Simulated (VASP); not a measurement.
A run of VASP 6.6.1 is set up as follows.

The input INCAR:

```
PREC = Accurate ; ENCUT = 520
EDIFF = 1E-6 ; ISMEAR = 0
SIGMA = 0.05 ; LREAL = False
LASPH = True ; NELM = 60
ALGO = Normal ; ISIF = 2
LWAVE = False ; LCHARG = False
GGA = PE ; NBANDS = 42
```

The input KPOINTS:

```
Automatic mesh
0
Gamma
  1 1 15
```

Contents of POSCAR:

```
Cu
1.0
   12.6000000000      0.0000000000      0.0000000000
    0.0000000000     12.9000000000      0.0000000000
    0.0000000000      0.0000000000      2.4189030988
Cu
6
Direct
    0.6637468571      0.6602108776      0.0000000000
    0.3215593444      0.5588782415      0.5000000000
    0.6413963444      0.4952410835      0.5000000000
    0.5607826296      0.3258854713      0.5000000000
    0.4948482300      0.6379803549      0.5000000000
    0.4617042253      0.4624918898      0.0000000000
```

Potentials or basis: VASP PAW PBE potentials, release 64 (Cu).

Command:

```bash
$ cat potpaw_PBE.64/Cu/POTCAR > POTCAR
$ mpirun -np 1 vasp_std > vasp.out
```

Question: Estimate the band gap on the k mesh.

Answer: Zero (bands 33 and 34 overlap by 2.01 eV).

Question: Predict the largest force.

Answer: 0.033 eV/Å.

Forces on the atoms (eV/Å):
```
Cu   0.021  0.021  0.000
Cu  -0.032  0.000  0.000
Cu   0.011  0.005  0.000
Cu   0.000 -0.033  0.000
Cu   0.005  0.013  0.000
Cu  -0.005 -0.006  0.000
```
